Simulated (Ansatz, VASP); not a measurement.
## W in VASP and in Ansatz

```
W
1.0
     6.32000    0.00000    0.00000
     0.00000    6.32000    0.00000
     0.00000    0.00000    6.32000
W
15
Direct
  0.00160 0.99759 0.99918
  0.49665 0.99748 0.99918
  0.00173 0.50263 0.99912
  0.00182 0.99746 0.50429
  0.24916 0.25005 0.25168
  0.49676 0.50259 0.99923
  0.49669 0.99757 0.50419
  0.74915 0.25006 0.25171
  0.00159 0.50254 0.50419
  0.24913 0.75005 0.25167
  0.24917 0.25007 0.75171
  0.49659 0.50263 0.50424
  0.74918 0.75004 0.25171
  0.74918 0.25006 0.75171
  0.74920 0.75007 0.75173
```

Alike in both runs: functional PBE; dispersion D3(BJ); k mesh 3 × 3 × 3; occupations gaussian, width 0.1 eV; no spin polarisation.

Ansatz relaxed the structure, and its values are those at the end. VASP's run is a single point on that final structure, the one shown.

|  | VASP | Ansatz |
| --- | --- | --- |
| version | VASP 6.6.1 | Ansatz 0.2.0 |
| potentials or method | VASP PAW PBE potentials, release 64 (W_sv), cutoff 520 eV | scalar-relativistic, plane waves, PAW |
| valence electrons in the cell | 210 | 210 |

Ansatz gave:

| Property | Result |
| --- | --- |
| rms of the force components (eV/Å) | 0.003 |

Q: Estimate VASP's values.

A: rms of the force components (eV/Å): 0.006.

Spin-orbit coupling is off throughout.
